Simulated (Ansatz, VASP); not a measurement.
Pd: VASP beside Ansatz

Contents of INCAR:

```
SYSTEM = Pd
ALGO     = Normal         ! electronic algorithm
EDIFF    = 1E-6           ! SCF threshold, eV
ENCUT    = 520            ! plane-wave cutoff, eV
GGA      = CA             ! functional
ISIF     = 2              ! what is computed and relaxed
ISMEAR   = -1             ! smearing method
ISPIN    = 2              ! spin polarisation
LASPH    = .True.         ! aspherical terms in the spheres
LCHARG   = .False.        ! write CHGCAR
LMAXMIX  = 4              ! l up to which the mixer works
LORBIT   = 11             ! projections on sites
LREAL    = .False.        ! projectors in reciprocal space
LWAVE    = .False.        ! write WAVECAR
MAGMOM   = 0.5 -0.5       ! initial moments
NBANDS   = 21             ! bands
NELM     = 150            ! most SCF steps
PREC     = Accurate       ! precision mode
SIGMA    = 0.05           ! smearing width, eV
```

File KPOINTS:

```
k-points
0
Gamma
  12 12 12
  0 0 0
```

POSCAR

```
Pd
1.0
    2.9701189123      0.0000000000      0.0000000000
    0.0000000000      2.9701189123      0.0000000000
    0.0000000000      0.0000000000      2.9701189123
Pd
2
Direct
    0.0000000000      0.0000000000      0.0000000000
    0.5000000000      0.5000000000      0.5000000000
```

Input for Ansatz:

```yaml
crystal:
  lattice:
    - [2.9701189123, 0.0, 0.0]
    - [0.0, 2.9701189123, 0.0]
    - [0.0, 0.0, 2.9701189123]
  atoms:
    - { symbol: Pd, position: [0.0, 0.0, 0.0], spin: 0.5 }
    - { symbol: Pd, position: [0.5, 0.5, 0.5], spin: -0.5 }
hamiltonian:
  xc: lda
  pseudopotentials:
    kind: paw
    azcp:
      Pd: "pseudopotentials/Pd.paw.azcp"
basis:
  ecutwfc: 420
  fft_grid_basis: typed
kpoints:
  mp_grid: { grid: [12, 12, 12], shift: [0, 0, 0] }
magnetization:
  spin_polarized: true
scf:
  occupations: { method: fermi_dirac, width: 0.05 }
  lower_state_search: "off"
output:
  stress: true
  write_density: true
  write_potential: true
  elf: true
  volumetric_format: npy
```

Alike in both runs: task single point; functional LDA; k mesh 12 × 12 × 12; occupations fermi-dirac, width 0.05 eV; collinear spin.

```csv
,VASP,Ansatz
version,VASP 6.6.1,Ansatz 0.2.0
potentials or method,"VASP PAW LDA potentials, release 64 (Pd), cutoff 520 eV","plane waves (420 eV) with PAW, scalar-relativistic"
valence electrons in the cell,20,36
```

Ansatz gave:

```
pressure (GPa)           : 23.5
net moment per atom (μB) : 0.00
```

Task: Which values does VASP return?

Result: Pressure (GPa): 23.8; net moment per atom (μB): 0.00.

Ansatz warns that its potentials were made for another functional, while VASP's fit it. LDA's correlation is that of Perdew and Zunger in VASP and of Perdew and Wang (1992) in Ansatz. VASP's potentials hold 20 valence electrons a cell and Ansatz's 36, so a difference there can come from the potentials and not from the codes. Ansatz's warnings: seeded moment not kept.
